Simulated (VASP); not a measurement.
# CdS (CdS (P6_3mc)) (Cc) in VASP: single point with PBE

Aim: the single point of CdS (CdS (P6_3mc)) with PBE.

Everything below comes from runs of VASP 6.6.1. Logs are shortened: lines on timing, memory, paths and dates and some standing lists are left out, and cuts for length are marked.

### 1 The cell of the first run

The typed cell holds 4 atoms: a = 4.164 Å, b = 4.164 Å, c = 6.768 Å, α = 90.00°, β = 90.00°, γ = 120.00°.

### 2 Single point, PBE

INCAR

```
SYSTEM = CdS
ALGO = Normal
EDIFF = 1E-6
ENCUT = 500
GGA = PE
GGA_COMPAT = .False.
ISIF = 2
ISMEAR = -1
LASPH = .True.
LCHARG = .False.
LREAL = .False.
LWAVE = .False.
NBANDS = 26
NELM = 120
PREC = Accurate
SIGMA = 0.01
```

KPOINTS

```
Automatic mesh
0
Gamma
  2 2 2
  0.25 0.25 0.25
```

POSCAR

```
CdS
1.0
    4.1638921228     -0.0000000309      0.0000000000
   -2.0819460346      3.6060363724      0.0000000000
    0.0000000000      0.0000000000      6.7675066400
Cd S
2 2
Direct
    0.6727024740      0.3270745608      0.4987143301
    0.3270745608      0.6727024740      0.9987143301
    0.6634174924      0.3368054729      0.8782856699
    0.3368054729      0.6634174924      0.3782856699
```

Potentials or basis: VASP PAW PBE potentials, release 64 (Cd, S).

On the command line:

```bash
$ cat potpaw_PBE.64/Cd/POTCAR potpaw_PBE.64/S/POTCAR > POTCAR
$ mpirun -np 1 vasp_std > vasp.out
```

OUTCAR:

```text
SYSTEM = CdS
   EDIFF = 1E-6
   ENCUT = 500
   GGA = PE
   ISIF = 2
   ISMEAR = -1
   LASPH = .True.
   LREAL = .False.
   NELM = 120
   PREC = Accurate

 ion  position               nearest neighbor table
   1  0.673  0.327  0.499-   4 2.53   4 2.53   4 2.56   3 2.57
   2  0.327  0.673  0.999-   3 2.53   3 2.53   3 2.56   4 2.57
   3  0.663  0.337  0.878-   2 2.53   2 2.53   2 2.56   1 2.57
   4  0.337  0.663  0.378-   1 2.53   1 2.53   1 2.56   2 2.57

  LATTYP: Found a hexagonal cell.
 ALAT       =     4.1638921228
 C/A-ratio  =     1.6252838547

  Lattice vectors:

 A1 = (   4.1638921228,  -0.0000000309,   0.0000000000)
 A2 = (  -2.0819460346,   3.6060363724,   0.0000000000)
 A3 = (   0.0000000000,   0.0000000000,   6.7675066400)

Analysis of symmetry for initial positions (statically):
=====================================================================
 Subroutine PRICEL returns:
 Original cell was already a primitive cell.

 Routine SETGRP: Setting up the symmetry group for a
 hexagonal supercell.

 Subroutine GETGRP returns: Found  2 space group operations
 (whereof  1 operations were pure point group operations)
 out of a pool of 24 trial point group operations.

The static configuration has the point symmetry C_1 .
 The point group associated with its full space group is C_1h.

Analysis of symmetry for dynamics (positions and initial velocities):
=====================================================================
 Subroutine PRICEL returns:
 Original cell was already a primitive cell.

 Routine SETGRP: Setting up the symmetry group for a
 hexagonal supercell.

 Subroutine GETGRP returns: Found  2 space group operations
 (whereof  1 operations were pure point group operations)
 out of a pool of 24 trial point group operations.

The dynamic configuration has the point symmetry C_1 .
 The point group associated with its full space group is C_1h.

 Subroutine INISYM returns: Found  2 space group operations
 (whereof  1 operations are pure point group operations),
 and found     1 'primitive' translations

----------------------------------------------------------------------------------------

                                     Primitive cell

  volume of cell :     101.6151

  direct lattice vectors                    reciprocal lattice vectors
     4.163892123 -0.000000031  0.000000000     0.240159921  0.138656393  0.000000000
    -2.081946035  3.606036372  0.000000000     0.000000002  0.277312789  0.000000000
     0.000000000  0.000000000  6.767506640     0.000000000  0.000000000  0.147764909

  length of vectors
     4.163892123  4.163892123  6.767506640     0.277312789  0.277312789  0.147764909

  position of ions in fractional coordinates (direct lattice)
     0.672702474  0.327074561  0.498714330
     0.327074561  0.672702474  0.998714330
     0.663417492  0.336805473  0.878285670
     0.336805473  0.663417492  0.378285670

  ion indices of the primitive-cell ions
   primitive index   ion index
                 1           1
                 2           2
                 3           3
                 4           4

----------------------------------------------------------------------------------------

 KPOINTS: Automatic mesh

Automatic generation of k-mesh.
 Grid dimensions read from file:
 generate k-points for:    2    2    2

 Generating k-lattice:

  Cartesian coordinates                     Fractional coordinates (reciprocal lattice)
     0.120079961  0.069328196  0.000000000     0.500000000 -0.000000000  0.000000000
     0.000000001  0.138656395  0.000000000    -0.000000000  0.500000000  0.000000000
     0.000000000  0.000000000  0.073882454     0.000000000  0.000000000  0.500000000

  Length of vectors
     0.138656395  0.138656395  0.073882454

  Shift w.r.t. Gamma in fractional coordinates (k-lattice)
     0.250000000  0.250000000  0.250000000

 Subroutine IBZKPT returns following result:
 ===========================================

 Found     28 irreducible k-points:

 Following reciprocal coordinates:
            Coordinates               Weight
  0.125000  0.125000  0.125000      2.000000
 -0.125000  0.250000  0.125000      4.000000
 -0.250000  0.125000  0.125000      4.000000
 -0.125000 -0.125000  0.125000      2.000000
 -0.375000  0.125000  0.125000      4.000000
 -0.125000 -0.250000  0.125000      4.000000
[... 16 lines left out ...]
  0.125000  0.250000 -0.375000      4.000000
 -0.250000  0.375000 -0.375000      4.000000
 [... further k-points ...]
   k-points           NKPTS =     28   k-points in BZ     NKDIM =     28   number of bands    NBANDS=     26
   number of dos      NEDOS =    301   number of ions     NIONS =      4
   total plane-waves  NPLWV =  45000
   dimension x,y,z NGX =    30 NGY =   30 NGZ =   50
   dimension x,y,z NGXF=    60 NGYF=   60 NGZF=  100
   ions per type =               2   2
   NGX,Y,Z   is equivalent  to a cutoff of  11.98, 11.98, 12.28 a.u.
   NGXF,Y,Z  is equivalent  to a cutoff of  23.96, 23.96, 24.57 a.u.
 SYSTEM =  CdS
   PREC   = accura    normal or accurate (medium, high low for compatibility)
   ISTART =      0    job   : 0-new  1-cont  2-samecut
   ICHARG =      2    charge: 1-file 2-atom 10-const
   ISPIN  =      1    spin polarized calculation?
   LNONCOLLINEAR =      F non collinear calculations
   LSORBIT =      F    spin-orbit coupling
   LASPH  =      T    aspherical Exc in radial PAW
   ENCUT  =  500.0 eV  36.75 Ry    6.06 a.u.   7.59  7.59 12.34*2*pi/ulx,y,z
   NELM   =    120;   NELMIN=  2; NELMDL= -5     # of ELM steps
   EDIFF  = 0.1E-05   stopping-criterion for ELM
   LREAL  =      F    real-space projection
   EDIFFG = 0.1E-04   stopping-criterion for IOM
   NSW    =      0    number of steps for IOM
   IBRION =     -1    ionic relax: 0-MD 1-quasi-New 2-CG
   NFREE  =      0    steps in history (QN), initial steepest desc. (CG)
   ISIF   =      2    stress and relaxation
   ISYM   =      2    0-nonsym 1-usesym 2-fastsym
   POTIM  = 0.5000    time-step for ionic-motion
   TEBEG  =    0.0;   TEEND  =   0.0 temperature during run
   PSTRESS=    0.0 pullay stress
   NELECT =      36.0000    total number of electrons
   NUPDOWN=      -1.0000    fix difference up-down
   EMIN   =  10.00;   EMAX   =-10.00  energy-range for DOS
   EFERMI =   0.00;   METHOD = LEGACY
   ISMEAR =    -1;   SIGMA  =   0.01  broadening in eV -4-tet -1-fermi 0-gaus
   EFERMI_NEDOS =   21; number of points for ismear=-14 and -15
   IALGO  =     38    algorithm
   IMIX   =      4    mixing-type and parameters
     AMIX     =   0.40;   BMIX     =  1.00
     AMIX_MAG =   1.60;   BMIX_MAG =  1.00
  volume/ion in A,a.u.               =      25.40       171.43
  Fermi-wavevector in a.u.,A,eV,Ry     =   1.158394  2.189047 18.257336  1.341876
  Thomas-Fermi vector in A             =   2.294996
   LORBIT       =      0    0 simple, 1 ext, 2 COOP (PROOUT), +10 PAW based schemes
   GGA     = PE    functional components
   LHFCALC =     F    Hartree Fock is set to
   AEXX    =    0.0000 exact exchange contribution
   IVDW    =     0    specifies the selected vdW correction
   LEPSILON=     F    determine dielectric tensor
   LRPA    =     F    only Hartree local field effects (RPA)
 non-spin polarized calculation
  energy-cutoff  :      500.00
  volume of cell :      101.62
 maximum number of plane-waves:      2596
 NGX is ok and might be reduce to    30
   NGX = 15   NGY = 15   NGZ = 25

 number of electron      36.0000002 magnetization

 Free energy of the ion-electron system (eV)
  ---------------------------------------------------
  ext. energy  EPLUGINS =         0.00000000
  ---------------------------------------------------
  free energy    TOTEN  =       -12.54962929 eV

  energy without entropy =      -12.54962929  energy(sigma->0) =      -12.54962929

 E-fermi :   0.9680     XC(G=0):  -9.0484

 val. band max:        0.6988621348   @ k =  -0.2500   0.1250   0.1250
 cond. band min:       3.9274076615   @ k =  -0.2500   0.1250   0.1250
 fundamental gap:      3.2285455266
 Fermi energy:         0.9679755583

 k-point     1 :       0.1250    0.1250    0.1250
  band No.  band energies     occupation
      1     -11.0072      2.00000
      2     -10.7091      2.00000
      3      -6.4486      2.00000
      4      -6.4426      2.00000
      5      -6.3890      2.00000
      6      -6.3701      2.00000
[... 18 lines left out ...]
     25       8.9827      0.00000
     26       9.3903      0.00000

 k-point     2 :      -0.1250    0.2500    0.1250
  band No.  band energies     occupation
      1     -11.0084      2.00000
      2     -10.7105      2.00000
      3      -6.4659      2.00000
      4      -6.4472      2.00000
      5      -6.3844      2.00000
      6      -6.3722      2.00000
[... 18 lines left out ...]
     25       8.9013      0.00000
     26       9.4333      0.00000

 k-point     3 :      -0.2500    0.1250    0.1250
  band No.  band energies     occupation
      1     -11.0084      2.00000
      2     -10.7105      2.00000
      3      -6.4660      2.00000
      4      -6.4472      2.00000
      5      -6.3844      2.00000
      6      -6.3721      2.00000
[... 18 lines left out ...]
     25       8.9009      0.00000
     26       9.4336      0.00000

 k-point     4 :      -0.1250   -0.1250    0.1250
  band No.  band energies     occupation
      1     -11.0073      2.00000
      2     -10.7090      2.00000
      3      -6.4490      2.00000
      4      -6.4425      2.00000
      5      -6.3890      2.00000
      6      -6.3700      2.00000
[... 18 lines left out ...]
     25       8.9820      0.00000
     26       9.3910      0.00000
[... 496 lines left out ...]
      1     -10.8041      2.00000
      2     -10.7167      2.00000
      3      -6.3905      2.00000
      4      -6.3838      2.00000
      5      -6.3396      2.00000
      6      -6.3271      2.00000
[... 18 lines left out ...]
     25       8.9880      0.00000
     26       9.5926      0.00000

 k-point    23 :       0.1250    0.2500   -0.3750
  band No.  band energies     occupation
      1     -10.8030      2.00000
      2     -10.7154      2.00000
      3      -6.3904      2.00000
      4      -6.3765      2.00000
      5      -6.3363      2.00000
      6      -6.3162      2.00000
[... 18 lines left out ...]
     25       8.9780      0.00000
     26       9.5467      0.00000

 k-point    24 :      -0.2500    0.3750   -0.3750
  band No.  band energies     occupation
      1     -10.8052      2.00000
      2     -10.7181      2.00000
      3      -6.3953      2.00000
      4      -6.3916      2.00000
      5      -6.3432      2.00000
      6      -6.3308      2.00000
[... 18 lines left out ...]
     25       8.9731      0.00000
     26       9.5779      0.00000

 [... further k-points ...]

------------------------ aborting loop because EDIFF is reached ----------------------------------------

  FORCE on cell =-STRESS in cart. coord.  units (eV):
  Direction    XX          YY          ZZ          XY          YZ          ZX
  --------------------------------------------------------------------------------------
  -------------------------------------------------------------------------------------
  Total        0.5317908      0.6946384      0.9815071      0.1410301      0.0066069      0.0038145
  in kB        8.3848089     10.9524452     15.4755378      2.2236384      0.1041717      0.0601438
  external PRESSURE =      11.6042640 kB  Pullay stress =       0.0000000 kB

 VOLUME and BASIS-vectors are now :
 -----------------------------------------------------------------------------
  energy-cutoff  :      500.00
  volume of cell :      101.62
      direct lattice vectors                 reciprocal lattice vectors
     4.163892123 -0.000000031  0.000000000     0.240159921  0.138656393  0.000000000
    -2.081946035  3.606036372  0.000000000     0.000000002  0.277312789  0.000000000
     0.000000000  0.000000000  6.767506640     0.000000000  0.000000000  0.147764909

 POSITION                                       TOTAL-FORCE (eV/Angst)
 -----------------------------------------------------------------------------------
      2.12011      1.17944      3.37505        -0.079751      0.051851      0.008104
     -0.03863      2.42579      6.75881         0.084780     -0.043141      0.008104
      2.06119      1.21453      5.94380        -0.063922      0.031099     -0.008104
      0.02122      2.39231      2.56005         0.058893     -0.039808     -0.008104
 -----------------------------------------------------------------------------------
    total drift:                                0.000016      0.000028     -0.001376

  FREE ENERGIE OF THE ION-ELECTRON SYSTEM (eV)
  ---------------------------------------------------
  free  energy   TOTEN  =       -12.5496292942 eV

  energy  without entropy=      -12.5496292942  energy(sigma->0) =      -12.54962929
```

It took 92 s on 1 thread of Intel Xeon 8259CL, shared host; peak memory 0.23 GiB.

What came out:

```
Free energy            : -12.5496 eV
Pressure               : 1.2 GPa
Largest force          : 0.095 eV/Å
Band gap on the k mesh : 3.23 eV, direct
```

Forces on the atoms (eV/Å):
```
Cd  -0.080  0.052  0.008
Cd   0.085 -0.043  0.008
S   -0.064  0.031 -0.008
S    0.059 -0.040 -0.008
```

Levels at points of the mesh, in eV from the valence-band top:
```tsv
k point	band 16	band 17	band 18	band 19	band 20	band 21
(0.12, 0.12, 0.12)	-0.80	-0.05	0.00	3.24	4.42	6.11
```

Caveat: the k points lie up to 0.87 Å⁻¹ apart.
